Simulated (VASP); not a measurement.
# AlRu in VASP: further runs

The runs below take AlRu through relaxation of cell and atoms, single point, with PBEsol.

All numbers are computed with VASP 6.6.1; they aren't measurements. Logs are shortened: lines on timing, memory, paths and dates and some standing lists are left out, and cuts for length are marked.

## (1) The cell of the first run

It takes space group Pm-3m (No. 221, cubic). The conventional cell has a = 2.982 Å, b = 2.982 Å, c = 2.982 Å, α = 90.00°, β = 90.00°, γ = 90.00°. Within 3.4 Å of Al (site symmetry m-3m) lie 8 Ru at 2.58 Å and 6 Al at 2.98 Å. Within 3.4 Å of Ru (site symmetry m-3m) lie 8 Al at 2.58 Å and 6 Ru at 2.98 Å.

## (2) Relaxation of cell and atoms, PBEsol

File INCAR:

```
PREC     = Accurate       # precision mode
ENCUT    = 600            # plane-wave cutoff, eV
EDIFF    = 1E-6           # SCF threshold, eV
ISMEAR   = 0              # smearing method
SIGMA    = 0.1            # smearing width, eV
LREAL    = False          # projectors in reciprocal space
LASPH    = True           # aspherical terms in the spheres
NELM     = 60             # most SCF steps
ALGO     = Normal         # electronic algorithm
ISIF     = 3              # what is computed and relaxed
LWAVE    = False          # write WAVECAR
LCHARG   = False          # write CHGCAR
GGA      = PS             # functional
IBRION   = 2              # ionic algorithm
NSW      = 100            # ionic steps
EDIFFG   = -0.005         # ionic threshold
```

File KPOINTS:

```
regular mesh
0
Gamma
  14 14 14
```

File POSCAR:

```
AlRu
1.0
    2.9824954400      0.0000000000      0.0000000000
    0.0000000000      2.9824954400      0.0000000000
    0.0000000000      0.0000000000      2.9824954400
Al Ru
1 1
Direct
    0.0000000000      0.0000000000      0.0000000000
    0.5000000000      0.5000000000      0.5000000000
```

Potentials or basis: VASP PAW PBE potentials, release 64 (Al, Ru_pv).

The run is started by

```bash
$ cat potpaw_PBE.64/Al/POTCAR potpaw_PBE.64/Ru_pv/POTCAR > POTCAR
$ mpirun -np 1 vasp_std > vasp.out
```

OUTCAR:

```text
PREC = Accurate
   ENCUT = 600
   EDIFF = 1E-6
   ISMEAR = 0
   LREAL = False
   LASPH = True
   NELM = 60
   ISIF = 3
   GGA = PS
   IBRION = 2
   NSW = 100
   EDIFFG = -0.005

 ion  position               nearest neighbor table
   1  0.000  0.000  0.000-   2 2.58   2 2.58   2 2.58   2 2.58   2 2.58   2 2.58   2 2.58   2 2.58

   2  0.500  0.500  0.500-   1 2.58   1 2.58   1 2.58   1 2.58   1 2.58   1 2.58   1 2.58   1 2.58

  LATTYP: Found a simple cubic cell.
 ALAT       =     2.9824954400

  Lattice vectors:

 A1 = (   2.9824954400,   0.0000000000,   0.0000000000)
 A2 = (   0.0000000000,   2.9824954400,   0.0000000000)
 A3 = (   0.0000000000,   0.0000000000,   2.9824954400)

Analysis of symmetry for initial positions (statically):
=====================================================================
 Subroutine PRICEL returns:
 Original cell was already a primitive cell.

 Routine SETGRP: Setting up the symmetry group for a
 simple cubic supercell.

 Subroutine GETGRP returns: Found 48 space group operations
 (whereof 48 operations were pure point group operations)
 out of a pool of 48 trial point group operations.

The static configuration has the point symmetry O_h .

Analysis of symmetry for dynamics (positions and initial velocities):
=====================================================================
 Subroutine PRICEL returns:
 Original cell was already a primitive cell.

 Routine SETGRP: Setting up the symmetry group for a
 simple cubic supercell.

 Subroutine GETGRP returns: Found 48 space group operations
 (whereof 48 operations were pure point group operations)
 out of a pool of 48 trial point group operations.

The dynamic configuration has the point symmetry O_h .

 Subroutine INISYM returns: Found 48 space group operations
 (whereof 48 operations are pure point group operations),
 and found     1 'primitive' translations

----------------------------------------------------------------------------------------

                                     Primitive cell

  volume of cell :      26.5301

  direct lattice vectors                    reciprocal lattice vectors
     2.982495440  0.000000000  0.000000000     0.335289700  0.000000000  0.000000000
     0.000000000  2.982495440  0.000000000     0.000000000  0.335289700  0.000000000
     0.000000000  0.000000000  2.982495440     0.000000000  0.000000000  0.335289700

  length of vectors
     2.982495440  2.982495440  2.982495440     0.335289700  0.335289700  0.335289700

  position of ions in fractional coordinates (direct lattice)
     0.000000000  0.000000000  0.000000000
     0.500000000  0.500000000  0.500000000

  ion indices of the primitive-cell ions
   primitive index   ion index
                 1           1
                 2           2

----------------------------------------------------------------------------------------

 KPOINTS: regular mesh

Automatic generation of k-mesh.
 Grid dimensions read from file:
 generate k-points for:   14   14   14

 Generating k-lattice:

  Cartesian coordinates                     Fractional coordinates (reciprocal lattice)
     0.023949264  0.000000000  0.000000000     0.071428571  0.000000000  0.000000000
     0.000000000  0.023949264  0.000000000     0.000000000  0.071428571  0.000000000
     0.000000000  0.000000000  0.023949264     0.000000000  0.000000000  0.071428571

  Length of vectors
     0.023949264  0.023949264  0.023949264

  Shift w.r.t. Gamma in fractional coordinates (k-lattice)
     0.000000000  0.000000000  0.000000000

 Subroutine IBZKPT returns following result:
 ===========================================

 Found    120 irreducible k-points:

 Following reciprocal coordinates:
            Coordinates               Weight
  0.000000  0.000000  0.000000      1.000000
  0.071429  0.000000  0.000000      6.000000
  0.142857  0.000000  0.000000      6.000000
  0.214286  0.000000  0.000000      6.000000
  0.285714  0.000000  0.000000      6.000000
  0.357143  0.000000  0.000000      6.000000
[... 16 lines left out ...]
  0.285714  0.214286  0.000000     24.000000
  0.357143  0.214286  0.000000     24.000000
 [... further k-points ...]
   k-points           NKPTS =    120   k-points in BZ     NKDIM =    120   number of bands    NBANDS=     12
   number of dos      NEDOS =    301   number of ions     NIONS =      2
   total plane-waves  NPLWV =  13824
   dimension x,y,z NGX =    24 NGY =   24 NGZ =   24
   dimension x,y,z NGXF=    48 NGYF=   48 NGZF=   48
   ions per type =               1   1
   NGX,Y,Z   is equivalent  to a cutoff of  13.38, 13.38, 13.38 a.u.
   NGXF,Y,Z  is equivalent  to a cutoff of  26.76, 26.76, 26.76 a.u.
 SYSTEM =  unknown system
   PREC   = accura    normal or accurate (medium, high low for compatibility)
   ISTART =      0    job   : 0-new  1-cont  2-samecut
   ICHARG =      2    charge: 1-file 2-atom 10-const
   ISPIN  =      1    spin polarized calculation?
   LNONCOLLINEAR =      F non collinear calculations
   LSORBIT =      F    spin-orbit coupling
   LASPH  =      T    aspherical Exc in radial PAW
   ENCUT  =  600.0 eV  44.10 Ry    6.64 a.u.   5.96  5.96  5.96*2*pi/ulx,y,z
   NELM   =     60;   NELMIN=  2; NELMDL= -5     # of ELM steps
   EDIFF  = 0.1E-05   stopping-criterion for ELM
   LREAL  =      F    real-space projection
   EDIFFG = -.5E-02   stopping-criterion for IOM
   NSW    =    100    number of steps for IOM
   IBRION =      2    ionic relax: 0-MD 1-quasi-New 2-CG
   NFREE  =      1    steps in history (QN), initial steepest desc. (CG)
   ISIF   =      3    stress and relaxation
   ISYM   =      2    0-nonsym 1-usesym 2-fastsym
   POTIM  = 0.5000    time-step for ionic-motion
   TEBEG  =    0.0;   TEEND  =   0.0 temperature during run
   PSTRESS=    0.0 pullay stress
   NELECT =      17.0000    total number of electrons
   NUPDOWN=      -1.0000    fix difference up-down
   EMIN   =  10.00;   EMAX   =-10.00  energy-range for DOS
   EFERMI =   0.00;   METHOD = LEGACY
   ISMEAR =     0;   SIGMA  =   0.10  broadening in eV -4-tet -1-fermi 0-gaus
   EFERMI_NEDOS =   21; number of points for ismear=-14 and -15
   IALGO  =     38    algorithm
   IMIX   =      4    mixing-type and parameters
     AMIX     =   0.40;   BMIX     =  1.00
     AMIX_MAG =   1.60;   BMIX_MAG =  1.00
  volume/ion in A,a.u.               =      13.27        89.52
  Fermi-wavevector in a.u.,A,eV,Ry     =   1.411382  2.667126 27.102807  1.992000
  Thomas-Fermi vector in A             =   2.533239
   LORBIT       =      0    0 simple, 1 ext, 2 COOP (PROOUT), +10 PAW based schemes
   GGA     = PS    functional components
   LHFCALC =     F    Hartree Fock is set to
   AEXX    =    0.0000 exact exchange contribution
   IVDW    =     0    specifies the selected vdW correction
   LEPSILON=     F    determine dielectric tensor
   LRPA    =     F    only Hartree local field effects (RPA)
 conjugate gradient relaxation of ions
 non-spin polarized calculation
 Gauss-broadening in eV      SIGMA  =   0.10
  energy-cutoff  :      600.00
  volume of cell :       26.53
 maximum number of plane-waves:       912
 NGX is ok and might be reduce to    24
   NGX = 11   NGY = 11   NGZ = 11

--------------------------------------- Ionic step        1  -------------------------------------------

 number of electron      16.9999995 magnetization

 Free energy of the ion-electron system (eV)
  ---------------------------------------------------
  ext. energy  EPLUGINS =         0.00000000
  ---------------------------------------------------
  free energy    TOTEN  =       -15.51817862 eV

  energy without entropy =      -15.50881853  energy(sigma->0) =      -15.51349857

------------------------ aborting loop because EDIFF is reached ----------------------------------------

  FORCE on cell =-STRESS in cart. coord.  units (eV):
  Direction    XX          YY          ZZ          XY          YZ          ZX
  --------------------------------------------------------------------------------------
  -------------------------------------------------------------------------------------
  Total       -0.2145060     -0.2145060     -0.2145060      0.0000000     -0.0000000      0.0000000
  in kB      -12.9541998    -12.9541998    -12.9541998      0.0000000     -0.0000000      0.0000000
  external PRESSURE =     -12.9541998 kB  Pullay stress =       0.0000000 kB
[... 57 lines left out ...]
  energy  without entropy=      -15.5080003805  energy(sigma->0) =      -15.51258004

--------------------------------------- Ionic step        3  -------------------------------------------

 number of electron      16.9999996 magnetization

 Free energy of the ion-electron system (eV)
  ---------------------------------------------------
  ext. energy  EPLUGINS =         0.00000000
  ---------------------------------------------------
  free energy    TOTEN  =       -15.51882942 eV

  energy without entropy =      -15.50954716  energy(sigma->0) =      -15.51418829

 E-fermi :  10.8097     XC(G=0): -12.7651

 val. band max:       10.8007125918   @ k =   0.5000   0.2857   0.1429
 cond. band min:      10.8208094093   @ k =   0.1429   0.0714   0.0714
 fundamental gap:      0.0200968176
 Fermi energy:        10.8096653576

 k-point     1 :       0.0000    0.0000    0.0000
  band No.  band energies     occupation
      1     -30.9032      2.00000
      2     -30.9032      2.00000
      3     -30.9032      2.00000
      4       1.0384      2.00000
      5       7.1389      2.00000
      6       7.1389      2.00000
      7      11.0070      0.00527
      8      11.0070      0.00527
      9      11.0070      0.00527
     10      16.9561      0.00000
     11      16.9561      0.00000
     12      16.9561      0.00000
[... 331 lines left out ...]
 k-point    24 :       0.3571    0.2143    0.0000
  band No.  band energies     occupation
      1     -31.0744      2.00000
      2     -30.9722      2.00000
      3     -30.8802      2.00000
      4       3.9235      2.00000
      5       6.8121      2.00000
      6       8.1951      2.00000
      7       9.1568      2.00000
      8       9.6001      2.00000
      9      10.4703      2.00000
     10      13.5108      0.00000
     11      17.2568      0.00000
     12      19.7569      0.00000

 [... further k-points ...]
[... 5 lines left out ...]
  --------------------------------------------------------------------------------------
  -------------------------------------------------------------------------------------
  Total       -0.0004886     -0.0004886     -0.0004886      0.0000000     -0.0000000      0.0000000
  in kB       -0.0296852     -0.0296852     -0.0296852      0.0000000     -0.0000000      0.0000000
  external PRESSURE =      -0.0296852 kB  Pullay stress =       0.0000000 kB
[... 17 lines left out ...]
  FREE ENERGIE OF THE ION-ELECTRON SYSTEM (eV)
  ---------------------------------------------------
  free  energy   TOTEN  =       -15.5188294166 eV

  energy  without entropy=      -15.5095471566  energy(sigma->0) =      -15.51418829

 reached required accuracy - stopping structural energy minimisation
```

Wall time 60 s (1 thread of Intel Xeon Platinum 8259CL at 2.50GHz (Skylake/Cascade Lake), shared host); peak memory 0.18 GiB.

What came out:

| Property | Result |
| --- | --- |
| Free energy | -15.5188 eV |
| Relaxed volume | 13.19 Å³/atom |
| Relaxed cell | a = 2.977 Å, b = 2.977 Å, c = 2.977 Å, α = 90.00°, β = 90.00°, γ = 90.00° |
| Space group after relaxing (to 0.05 Å) | Pm-3m (No. 221) |
| Energy gained by relaxing | 0.3 meV/atom |
| Ionic steps | 3 |
| Pressure after relaxing | 0.0 GPa |

Step by step:
```csv
step,energy change (eV),largest force (eV/Å),pressure (GPa),volume (Å³)
1,0.0000,0.0000,-1.30,26.53
2,0.0010,0.0000,2.15,26.12
3,-0.0007,0.0000,0.00,26.37
```

Final structure:
```cif
data_structure
_symmetry_space_group_name_H-M 'P 1'
_symmetry_Int_Tables_number 1
_cell_length_a 2.9766
_cell_length_b 2.9766
_cell_length_c 2.9766
_cell_angle_alpha 90.000
_cell_angle_beta 90.000
_cell_angle_gamma 90.000
_cell_volume 26.37
loop_
_atom_site_label
_atom_site_type_symbol
_atom_site_fract_x
_atom_site_fract_y
_atom_site_fract_z
_atom_site_occupancy
Al1 Al 0.00000 0.00000 0.00000 1
Ru1 Ru 0.50000 0.50000 0.50000 1
```

Caveat: the PAW data sets were made with another functional, which shifts forces and pressure a little.

[end of part 1 of 2]
